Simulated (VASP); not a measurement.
Here is a VASP 6.6.1 calculation.

Contents of INCAR:

```
SYSTEM = C
PREC = Accurate
ENCUT = 600
EDIFF = 1E-6
ISMEAR = 0
SIGMA = 0.01
LREAL = .False.
LASPH = .True.
NELM = 120
ALGO = Normal
ISIF = 2
LWAVE = .False.
LCHARG = .True.
GGA = PS
LELF = .True.
LVHAR = .True.
NBANDS = 16
GGA_COMPAT = .False.
```

The input KPOINTS:

```
regular mesh
0
Gamma
  10 10 4
  0 0 0
```

The input POSCAR:

```
C
1.0
    2.4507944426      0.0000000000      0.0000000000
   -1.2253972213      2.1224502468      0.0000000000
    0.0000000000      0.0000000000      6.3411552832
C
4
Direct
    0.0000000000      0.0000000000      0.0025000000
    0.0000000000      0.0000000000      0.5025000000
    0.3333333333      0.6666666667      0.0025000000
    0.6666666667      0.3333333333      0.5025000000
```

Potentials or basis: VASP PAW PBE potentials, release 64 (C).

Command:

```sh
$ cat potpaw_PBE.64/C/POTCAR > POTCAR
$ mpirun -np 1 vasp_std > vasp.out
```

**Question.** Predict the pressure.

**Answer.** 4.3 GPa.

Stress tensor (GPa, compression positive):
```
4.59 0.00 0.00
0.00 4.59 0.00
0.00 0.00 3.68
```

Caveat: the cell stands under pressure; this functional lacks dispersion, which binds the layers, so the pressure and a relaxed spacing across them are unreliable; the PAW data sets were made with another functional, which shifts forces and pressure a little.
